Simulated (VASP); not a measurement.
**Li4Nb4O11 (a cell with a defect): single point with PBE**

The system is Li4Nb4O11 (a cell with a defect).

```
CELL_PARAMETERS angstrom
5.22310 0.00000 0.00000
0.00000 3.01556 -4.59846
0.00000 6.03112 4.59846
ATOMIC_POSITIONS crystal
Li 0.00000 0.50000 0.25000
Li 0.50000 0.00000 0.75000
Li 0.00000 0.50000 0.75000
Li 0.50000 0.00000 0.25000
Nb 0.50000 0.50000 0.50000
Nb 0.00000 0.00000 0.00000
Nb 0.00000 0.00000 0.50000
Nb 0.50000 0.50000 0.00000
O 0.88033 0.00000 0.25000
O 0.38033 0.50000 0.75000
O 0.80984 0.69016 0.94016
O 0.80984 0.30984 0.55984
O 0.30984 0.80984 0.05984
O 0.11967 0.00000 0.75000
O 0.61967 0.50000 0.25000
O 0.69016 0.80984 0.55984
O 0.19016 0.30984 0.05984
O 0.20788 0.62061 0.44016
O 0.69016 0.19016 0.94016
```

This cell differs from its parent crystal: atoms taken out, atom 18 moved -0.125 of the way to it and +0.175 Å across, host rigid.

* Program: VASP 6.6.1
* Task: single point
* Functional: PBE
* Potentials or basis: VASP PAW PBE potentials, release 64 (Li_sv, Nb_sv, O)
* Cutoff: 520 eV
* k mesh: 4 × 4 × 4
* Occupations: gaussian, width 0.05 eV
* Spin: no spin polarisation

```yaml
Largest_force: 5.551 eV/Å
```

Forces in eV/Å, atoms in the order of the input:
```
Li  -0.355 -0.680 -0.476
Li   0.260  0.673  0.575
Li   0.008  0.427  0.248
Li   0.602 -1.305 -0.435
Nb   4.534  2.495 -1.014
Nb  -0.221 -0.220 -0.145
Nb  -5.145  0.828  1.911
Nb   0.235 -0.180 -0.061
O    1.126  2.044  1.511
O    0.163 -1.431 -0.269
O    0.013  0.209 -0.243
O    1.886 -2.154  2.072
O   -0.111  0.341  0.010
O    0.337 -2.490 -1.904
O   -0.106  0.705  1.446
O    1.043 -0.009 -0.931
O   -0.008 -0.003  0.404
O   -4.520  0.734 -2.861
O    0.259  0.015  0.161
```

Levels at points of the mesh, in eV from the Fermi level:
| k point | band 62 | band 63 | band 64 | band 65 | band 66 | band 67 |
| --- | --- | --- | --- | --- | --- | --- |
| (0.00, 0.00, 0.00) | -0.43 | -0.42 | -0.33 | 0.27 | 0.98 | 1.47 |
| (0.50, 0.00, 0.00) | -0.84 | -0.40 | -0.31 | 0.96 | 1.50 | 1.68 |
| (0.00, 0.50, 0.00) | -0.87 | -0.40 | -0.40 | 1.18 | 1.49 | 1.65 |
| (0.50, 0.50, 0.00) | -0.92 | -0.85 | -0.83 | 0.52 | 1.27 | 1.46 |
| (0.00, 0.00, 0.50) | -0.41 | -0.37 | -0.27 | 0.25 | 0.97 | 1.98 |
| (0.50, 0.00, 0.50) | -0.66 | -0.40 | -0.31 | 0.92 | 1.54 | 1.92 |
| (0.00, 0.50, 0.50) | -0.73 | -0.40 | -0.37 | 1.14 | 1.42 | 1.98 |
| (0.50, 0.50, 0.50) | -0.93 | -0.89 | -0.80 | 0.51 | 1.28 | 1.97 |

Run time: 31 min on 1 thread of Intel Xeon 8259CL, on a shared host, peak memory 0.53 GiB.

Caveat: the cell carries a net charge on a neutralising background, which shifts energy and pressure; the cell differs from its parent crystal (atoms taken out, atom 18 moved -0.125 of the way to it and +0.175 Å across, host rigid); the cell is charged against a uniform background, so pressure and absolute levels hang on convention.
